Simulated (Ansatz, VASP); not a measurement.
## LiH3 in VASP and in Ansatz

```
Li H
1.0
     0.00000    2.18103    2.18103
     2.18103    0.00000    2.18103
     2.18103    2.18103    0.00000
Li H
1 3
Direct
  0.00000 0.00000 0.00000
  0.25000 0.25000 0.25000
  0.75000 0.75000 0.75000
  0.50000 0.50000 0.50000
```

Change from the starting cell: species swapped into the Li3Hg type (Fm-3m, No. 225).

Alike in both runs: task relaxation of cell and atoms; functional PBE; k mesh 18 × 18 × 18; occupations gaussian, width 0.1 eV; no spin polarisation.

|  | VASP | Ansatz |
| --- | --- | --- |
| version | VASP 6.6.1 | Ansatz 0.2.0 |
| potentials or method | VASP PAW PBE potentials, release 64 (Li_sv, H), cutoff 600 eV | scalar-relativistic, plane waves, PAW |
| valence electrons in the cell | 6 | 6 |

|  | VASP | Ansatz | Ansatz less VASP |
| --- | --- | --- | --- |
| gap on the k mesh at the Fermi level, each at its own relaxed structure (eV) | none | none | - |
| relaxed volume (Å³/atom) | 5.12 | 5.14 | +0.018 |
| relaxed cell length with the largest relative difference (Å) | 3.071 | 3.074 | +0.0036 |

A gap of «none» marks a metal or a gap that the smearing closes.

Noted on VASP's run: the cutoff is short for stress, so the pressure is rough.
